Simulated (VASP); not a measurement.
# Ca (Fm-3m) in VASP: notebook

Ca is run at these levels: PBE; tasks: single point.

Program: VASP 6.6.1. These are calculated values, not measurements. Logs are shortened: lines on timing, memory, paths and dates and some standing lists are left out, and cuts for length are marked.

## Step 1: The cell of the first run

The structure is cubic, space group Fm-3m (No. 225). Conventional cell: a = 5.525 Å, b = 5.525 Å, c = 5.525 Å, α = 90.00°, β = 90.00°, γ = 90.00°. Ca (site symmetry m-3m) has 12 Ca at 3.91 Å within 5.1 Å.

## Step 2: Single point, PBE

Contents of INCAR:

```
SYSTEM = Ca
PREC = Accurate
ENCUT = 520
EDIFF = 1E-6
ISMEAR = -1
SIGMA = 0.6
LREAL = .FALSE.
LASPH = .TRUE.
NELM = 80
ALGO = Normal
ISIF = 2
LWAVE = .FALSE.
LCHARG = .FALSE.
GGA = PE
NBANDS = 11
```

Contents of KPOINTS:

```
regular mesh
0
G
  10 10 10
  0 0 0
```

Contents of POSCAR:

```
Ca
1.0
    0.0000000000      2.7627089163      2.7627089163
    2.7627089163      0.0000000000      2.7627089163
    2.7627089163      2.7627089163      0.0000000000
Ca
1
Direct
    0.0000000000      0.0000000000      0.0000000000
```

Potentials or basis: VASP PAW PBE potentials, release 64 (Ca_sv).

Command:

```
cat potpaw_PBE.64/Ca_sv/POTCAR > POTCAR
mpirun -np 1 vasp_std > vasp.out
```

OUTCAR:

```text
SYSTEM = Ca
   PREC = Accurate
   ENCUT = 520
   EDIFF = 1E-6
   ISMEAR = -1
   LREAL = .FALSE.
   LASPH = .TRUE.
   NELM = 80
   ISIF = 2
   GGA = PE

 ion  position               nearest neighbor table
   1  0.000  0.000  0.000-

  LATTYP: Found a face centered cubic cell.
 ALAT       =     5.5254178326

  Lattice vectors:

 A1 = (   0.0000000000,   2.7627089163,   2.7627089163)
 A2 = (   2.7627089163,   0.0000000000,   2.7627089163)
 A3 = (   2.7627089163,   2.7627089163,   0.0000000000)

Analysis of symmetry for initial positions (statically):
=====================================================================
 Subroutine PRICEL returns:
 Original cell was already a primitive cell.

 Routine SETGRP: Setting up the symmetry group for a
 face centered cubic supercell.

 Subroutine GETGRP returns: Found 48 space group operations
 (whereof 48 operations were pure point group operations)
 out of a pool of 48 trial point group operations.

The static configuration has the point symmetry O_h .

Analysis of symmetry for dynamics (positions and initial velocities):
=====================================================================
 Subroutine PRICEL returns:
 Original cell was already a primitive cell.

 Routine SETGRP: Setting up the symmetry group for a
 face centered cubic supercell.

 Subroutine GETGRP returns: Found 48 space group operations
 (whereof 48 operations were pure point group operations)
 out of a pool of 48 trial point group operations.

The dynamic configuration has the point symmetry O_h .

 Subroutine INISYM returns: Found 48 space group operations
 (whereof 48 operations are pure point group operations),
 and found     1 'primitive' translations

----------------------------------------------------------------------------------------

                                     Primitive cell

  volume of cell :      42.1731

  direct lattice vectors                    reciprocal lattice vectors
     0.000000000  2.762708916  2.762708916    -0.180981788  0.180981788  0.180981788
     2.762708916  0.000000000  2.762708916     0.180981788 -0.180981788  0.180981788
     2.762708916  2.762708916  0.000000000     0.180981788  0.180981788 -0.180981788

  length of vectors
     3.907060418  3.907060418  3.907060418     0.313469652  0.313469652  0.313469652

  position of ions in fractional coordinates (direct lattice)
     0.000000000  0.000000000  0.000000000

  ion indices of the primitive-cell ions
   primitive index   ion index
                 1           1

----------------------------------------------------------------------------------------

 KPOINTS: regular mesh

Automatic generation of k-mesh.
 Grid dimensions read from file:
 generate k-points for:   10   10   10

 Generating k-lattice:

  Cartesian coordinates                     Fractional coordinates (reciprocal lattice)
    -0.018098179  0.018098179  0.018098179     0.100000000  0.000000000  0.000000000
     0.018098179 -0.018098179  0.018098179     0.000000000  0.100000000  0.000000000
     0.018098179  0.018098179 -0.018098179     0.000000000  0.000000000  0.100000000

  Length of vectors
     0.031346965  0.031346965  0.031346965

  Shift w.r.t. Gamma in fractional coordinates (k-lattice)
     0.000000000  0.000000000  0.000000000

 Subroutine IBZKPT returns following result:
 ===========================================

 Found     47 irreducible k-points:

 Following reciprocal coordinates:
            Coordinates               Weight
  0.000000  0.000000  0.000000      1.000000
  0.100000  0.000000  0.000000      8.000000
  0.200000  0.000000  0.000000      8.000000
  0.300000  0.000000  0.000000      8.000000
  0.400000  0.000000  0.000000      8.000000
  0.500000  0.000000  0.000000      4.000000
[... 16 lines left out ...]
  0.300000  0.300000  0.000000      6.000000
  0.400000  0.300000  0.000000     24.000000
 [... further k-points ...]
   k-points           NKPTS =     47   k-points in BZ     NKDIM =     47   number of bands    NBANDS=     11
   number of dos      NEDOS =    301   number of ions     NIONS =      1
   total plane-waves  NPLWV =  27000
   dimension x,y,z NGX =    30 NGY =   30 NGZ =   30
   dimension x,y,z NGXF=    60 NGYF=   60 NGZF=   60
   ions per type =               1
   NGX,Y,Z   is equivalent  to a cutoff of  12.77, 12.77, 12.77 a.u.
   NGXF,Y,Z  is equivalent  to a cutoff of  25.53, 25.53, 25.53 a.u.
 SYSTEM =  Ca
   PREC   = accura    normal or accurate (medium, high low for compatibility)
   ISTART =      0    job   : 0-new  1-cont  2-samecut
   ICHARG =      2    charge: 1-file 2-atom 10-const
   ISPIN  =      1    spin polarized calculation?
   LNONCOLLINEAR =      F non collinear calculations
   LSORBIT =      F    spin-orbit coupling
   LASPH  =      T    aspherical Exc in radial PAW
   ENCUT  =  520.0 eV  38.22 Ry    6.18 a.u.   7.26  7.26  7.26*2*pi/ulx,y,z
   NELM   =     80;   NELMIN=  2; NELMDL= -5     # of ELM steps
   EDIFF  = 0.1E-05   stopping-criterion for ELM
   LREAL  =      F    real-space projection
   EDIFFG = 0.1E-04   stopping-criterion for IOM
   NSW    =      0    number of steps for IOM
   IBRION =     -1    ionic relax: 0-MD 1-quasi-New 2-CG
   NFREE  =      0    steps in history (QN), initial steepest desc. (CG)
   ISIF   =      2    stress and relaxation
   ISYM   =      2    0-nonsym 1-usesym 2-fastsym
   POTIM  = 0.5000    time-step for ionic-motion
   TEBEG  =    0.0;   TEEND  =   0.0 temperature during run
   PSTRESS=    0.0 pullay stress
   NELECT =      10.0000    total number of electrons
   NUPDOWN=      -1.0000    fix difference up-down
   EMIN   =  10.00;   EMAX   =-10.00  energy-range for DOS
   EFERMI =   0.00;   METHOD = LEGACY
   ISMEAR =    -1;   SIGMA  =   0.60  broadening in eV -4-tet -1-fermi 0-gaus
   EFERMI_NEDOS =   21; number of points for ismear=-14 and -15
   IALGO  =     38    algorithm
   IMIX   =      4    mixing-type and parameters
     AMIX     =   0.40;   BMIX     =  1.00
     AMIX_MAG =   1.60;   BMIX_MAG =  1.00
  volume/ion in A,a.u.               =      42.17       284.60
  Fermi-wavevector in a.u.,A,eV,Ry     =   1.013281  1.914823 13.969611  1.026737
  Thomas-Fermi vector in A             =   2.146440
   LORBIT       =      0    0 simple, 1 ext, 2 COOP (PROOUT), +10 PAW based schemes
   GGA     = PE    functional components
   LHFCALC =     F    Hartree Fock is set to
   AEXX    =    0.0000 exact exchange contribution
   IVDW    =     0    specifies the selected vdW correction
   LEPSILON=     F    determine dielectric tensor
   LRPA    =     F    only Hartree local field effects (RPA)
 non-spin polarized calculation
  energy-cutoff  :      520.00
  volume of cell :       42.17
 maximum number of plane-waves:      1158
 NGX is ok and might be reduce to    30
   NGX = 15   NGY = 15   NGZ = 15

 number of electron      10.0000001 magnetization

 Free energy of the ion-electron system (eV)
  ---------------------------------------------------
  ext. energy  EPLUGINS =         0.00000000
  ---------------------------------------------------
  free energy    TOTEN  =        -2.62690218 eV

  energy without entropy =       -1.30731314  energy(sigma->0) =       -1.96710766

 E-fermi :   1.7567     XC(G=0):  -7.6997

 val. band max:        1.7556373673   @ k =  -0.4000   0.5000   0.1000
 cond. band min:       1.8038519553   @ k =  -0.4000   0.4000   0.1000
 fundamental gap:      0.0482145880
 Fermi energy:         1.7567178487

 k-point     1 :       0.0000    0.0000    0.0000
  band No.  band energies     occupation
      1     -39.7224      2.00000
      2     -20.6626      2.00000
      3     -20.6626      2.00000
      4     -20.6626      2.00000
      5      -2.0356      1.99641
      6       4.4738      0.02136
      7       4.4738      0.02136
      8       4.4738      0.02136
      9       5.5901      0.00335
     10       5.5901      0.00335
     11      11.0854      0.00000

 k-point     2 :       0.1000    0.0000    0.0000
  band No.  band energies     occupation
      1     -39.7211      2.00000
      2     -20.6765      2.00000
      3     -20.6644      2.00000
      4     -20.6644      2.00000
      5      -1.8644      1.99523
      6       4.2810      0.02934
      7       4.5374      0.01924
      8       4.5374      0.01924
      9       5.5339      0.00368
     10       5.5339      0.00368
     11      11.2855      0.00000

 k-point     3 :       0.2000    0.0000    0.0000
  band No.  band energies     occupation
      1     -39.7176      2.00000
      2     -20.7127      2.00000
      3     -20.6694      2.00000
      4     -20.6694      2.00000
      5      -1.3678      1.98911
      6       3.8001      0.06424
      7       4.6273      0.01658
      8       4.6273      0.01658
      9       5.5058      0.00386
     10       5.5058      0.00386
     11      10.2257      0.00000

 k-point     4 :       0.3000    0.0000    0.0000
  band No.  band energies     occupation
      1     -39.7133      2.00000
      2     -20.7570      2.00000
      3     -20.6756      2.00000
      4     -20.6756      2.00000
      5      -0.5991      1.96133
      6       3.1712      0.17296
      7       4.5518      0.01879
      8       4.5518      0.01879
      9       5.7494      0.00257
     10       5.7494      0.00257
     11       8.7862      0.00002
[... 239 lines left out ...]
 k-point    22 :      -0.2000    0.2000    0.0000
  band No.  band energies     occupation
      1     -39.7118      2.00000
      2     -20.7500      2.00000
      3     -20.7025      2.00000
      4     -20.6749      2.00000
      5      -0.3412      1.94118
      6       3.2922      0.14362
      7       4.0318      0.04411
      8       4.9425      0.00984
      9       5.1658      0.00679
     10       6.2277      0.00116
     11       9.1945      0.00001

 k-point    23 :       0.3000    0.3000    0.0000
  band No.  band energies     occupation
      1     -39.7102      2.00000
      2     -20.7526      2.00000
      3     -20.6969      2.00000
      4     -20.6969      2.00000
      5      -0.1593      1.92117
      6       3.1576      0.17656
      7       3.9572      0.04981
      8       5.3313      0.00516
      9       5.3313      0.00516
     10       6.0331      0.00160
     11      10.1065      0.00000

 k-point    24 :       0.4000    0.3000    0.0000
  band No.  band energies     occupation
      1     -39.7075      2.00000
      2     -20.7717      2.00000
      3     -20.7072      2.00000
      4     -20.7028      2.00000
      5       0.4950      1.78235
      6       2.9184      0.25215
      7       3.5696      0.09293
      8       5.4483      0.00425
      9       5.7552      0.00255
     10       6.2425      0.00113
     11       8.7067      0.00002

 [... further k-points ...]
[... 5 lines left out ...]
  --------------------------------------------------------------------------------------
  -------------------------------------------------------------------------------------
  Total        0.1850606      0.1850606      0.1850606      0.0000000      0.0000000     -0.0000000
  in kB        7.0305481      7.0305481      7.0305481      0.0000000      0.0000000     -0.0000000
  external PRESSURE =       7.0305481 kB  Pullay stress =       0.0000000 kB

 VOLUME and BASIS-vectors are now :
 -----------------------------------------------------------------------------
  energy-cutoff  :      520.00
  volume of cell :       42.17
      direct lattice vectors                 reciprocal lattice vectors
     0.000000000  2.762708916  2.762708916    -0.180981788  0.180981788  0.180981788
     2.762708916  0.000000000  2.762708916     0.180981788 -0.180981788  0.180981788
     2.762708916  2.762708916  0.000000000     0.180981788  0.180981788 -0.180981788

 POSITION                                       TOTAL-FORCE (eV/Angst)
 -----------------------------------------------------------------------------------
      0.00000      0.00000      0.00000        -0.000000      0.000000      0.000000
 -----------------------------------------------------------------------------------
    total drift:                               -0.000000     -0.000000      0.000000

  FREE ENERGIE OF THE ION-ELECTRON SYSTEM (eV)
  ---------------------------------------------------
  free  energy   TOTEN  =        -2.6269021818 eV

  energy  without entropy=       -1.3073131404  energy(sigma->0) =       -1.96710766
```

Wall time 31 s (1 thread of Intel Xeon 8259CL, shared host); peak memory 0.17 GiB.

Results:

* Free energy: -2.6269 eV
* Pressure: 0.7 GPa
* Band gap on the k mesh: zero (bands 5 and 6 overlap by 0.32 eV)

Caveat: so wide a smearing shifts energies and pressures.

## Step 3: Single point, PBE

Edit INCAR of step 2 so:

```diff
@@ -5,3 +5,3 @@
 ISMEAR = -1
-SIGMA = 0.6
+SIGMA = 1.0
 LREAL = .FALSE.
```

KPOINTS is that of step 2.

POSCAR is that of step 2.

Potentials or basis: VASP PAW PBE potentials, release 64 (Ca_sv).

Command:

```
cat potpaw_PBE.64/Ca_sv/POTCAR > POTCAR
mpirun -np 1 vasp_std > vasp.out
```

Wall time 36 s (1 thread of Intel Xeon 8259CL, shared host); peak memory 0.17 GiB.

The run converged. Its results:

- Free energy: -3.7181 eV
- Pressure: 1.9 GPa
- Band gap on the k mesh: zero (bands 5 and 6 overlap by 0.36 eV)

Levels at points of the mesh, in eV from the Fermi level:
| k point | band 2 | band 3 | band 4 | band 5 | band 6 | band 7 | band 8 | band 9 |
| --- | --- | --- | --- | --- | --- | --- | --- | --- |
| (0.00, 0.00, 0.00) | -21.81 | -21.81 | -21.81 | -3.50 | 3.17 | 3.17 | 3.17 | 4.33 |
| (0.50, 0.00, 0.00) | -21.96 | -21.83 | -21.83 | -0.39 | 0.36 | 3.04 | 3.04 | 5.06 |
| (0.50, 0.50, 0.00) | -21.95 | -21.87 | -21.87 | 0.15 | 1.29 | 1.52 | 5.06 | 5.25 |

Caveat: so wide a smearing shifts energies and pressures.

The gap in the log of VASP goes by the Fermi energy; the results here count the filled bands.